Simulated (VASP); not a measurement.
Write the native input for VASP 6.6.1 that does the following.

```yaml
Task: relaxation of cell and atoms
Functional: PBE
Potentials_or_basis: VASP PAW PBE potentials, release 64 (As, I)
Cutoff: 600 eV
k_mesh: 4 × 4 × 4
Occupations: gaussian, width 0.1 eV
Spin: no spin polarisation
Dipole_correction: no
Further_INCAR_settings: ALGO = Normal; EDIFF = 1e-07; IBRION = 2; EDIFFG = -0.04; NSW = 90; ISIF = 3
```

The structure of AsI lies in POSCAR:

```
AsI
1.0
    4.0207155251      0.0000000000      0.0000000000
    0.0000000000      4.0207155251      0.0000000000
    0.0000000000      0.0000000000      4.0207155251
As I
1 1
Direct
    0.0000000000      0.0000000000      0.0000000000
    0.5000000000      0.5000000000      0.5000000000
```

These files were run (other wordings do the same):

INCAR

```
PREC = Accurate ; ENCUT = 600
EDIFF = 1E-7 ; ISMEAR = 0
SIGMA = 0.1 ; LREAL = F
LASPH = T ; NELM = 60
ALGO = Normal ; ISIF = 3
LWAVE = F ; LCHARG = F
GGA = PE ; IBRION = 2
NSW = 90 ; EDIFFG = -0.04
```

KPOINTS

```
Automatic mesh
0
Gamma
  4 4 4
```

Potentials or basis: VASP PAW PBE potentials, release 64 (As, I).

The run is started by

```console
$ cat potpaw_PBE.64/As/POTCAR potpaw_PBE.64/I/POTCAR > POTCAR
$ mpirun -np 1 vasp_std > vasp.out
```

It gave:

The relaxed volume is 25.75 Å³/atom and the relaxed cell is a = 3.721 Å, b = 3.721 Å, c = 3.721 Å, α = 90.00°, β = 90.00°, γ = 90.00°. The space group after relaxing (to 0.05 Å) is Pm-3m (No. 221), the energy gained by relaxing is 155.1 meV/atom and the ionic steps are 4. The pressure after relaxing is -0.1 GPa and the band gap on the k mesh is zero (band 6 reaches 9.20 eV, above the bottom of band 7 at 3.80 eV).

Caveat: the k points lie up to 0.42 Å⁻¹ apart in the final cell; the volume moved by over 15 % at a fixed basis, so the end points are rough; spin-orbit coupling is left out, which moves the levels of the heavy elements.

It took 22 s on 1 thread of Intel(R) Xeon(R) Platinum 8259CL CPU @ 2.50GHz (Skylake/Cascade Lake), on a shared host, peak memory 0.19 GiB.
